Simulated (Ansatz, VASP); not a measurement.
Pd in VASP and in Ansatz

Contents of INCAR:

```
ALGO = Normal
EDIFF = 1E-7
ENCUT = 520
ISIF = 2
ISMEAR = -1
LASPH = T
LCHARG = T
LELF = T
LREAL = F
LVHAR = T
LWAVE = F
NBANDS = 22
NELM = 100
PREC = Accurate
SIGMA = 0.1
```

File KPOINTS:

```
k-points
0
Gamma
  9 9 14
```

Contents of POSCAR:

```
Pd
1.0
    4.4418649968      0.0000000000      0.0000000000
   -2.2209324984      3.8467679274      0.0000000000
    0.0000000000      0.0000000000      2.6422903848
Pd
3
Direct
    0.0000000000      0.0000000000      0.0000000000
    0.3333333333      0.6666666667      0.5000000000
    0.6666666667      0.3333333333      0.5000000000
```

Input for Ansatz:

```yaml
crystal:
  lattice:
    - [4.4418649968, 0.0, 0.0]
    - [-2.2209324984, 3.8467679274, 0.0]
    - [0.0, 0.0, 2.6422903848]
  atoms:
    - { symbol: Pd, position: [0.0, 0.0, 0.0] }
    - { symbol: Pd, position: [0.3333333333, 0.6666666667, 0.5] }
    - { symbol: Pd, position: [0.6666666667, 0.3333333333, 0.5] }
hamiltonian:
  xc: lda
  pseudopotentials:
    kind: paw
    azcp:
      Pd: "pseudopotentials/Pd.paw.azcp"
basis:
  ecutwfc: 420
  fft_grid_basis: typed
kpoints:
  mp_grid: { grid: [9, 9, 14], shift: [0, 0, 0] }
magnetization:
  spin_polarized: false
scf:
  occupations: { method: fermi_dirac, width: 0.1 }
  lower_state_search: "off"
output:
  stress: true
  write_density: true
  write_potential: true
  elf: true
  volumetric_format: npy
```

Alike in both runs: task single point; functional LDA; k mesh 9 × 9 × 14; occupations fermi-dirac, width 0.1 eV; no spin polarisation.

```csv
,VASP,Ansatz
version,VASP 6.6.1,Ansatz 0.2.0
potentials or method,"VASP PAW LDA potentials, release 64 (Pd), cutoff 520 eV","plane waves (420 eV) with PAW, scalar-relativistic"
valence electrons in the cell,30,54
```

```csv
,VASP,Ansatz,Ansatz less VASP
pressure (GPa),-7.3,-7.5,-0.15
"traceless stress, the component that is largest in VASP (GPa)",0.37,0.35,-0.019
```

Ansatz warns that its potentials were made for another functional, while VASP's fit it. LDA's correlation is that of Perdew and Zunger in VASP and of Perdew and Wang (1992) in Ansatz. VASP's potentials hold 30 valence electrons a cell and Ansatz's 54, so a difference there can come from the potentials and not from the codes.
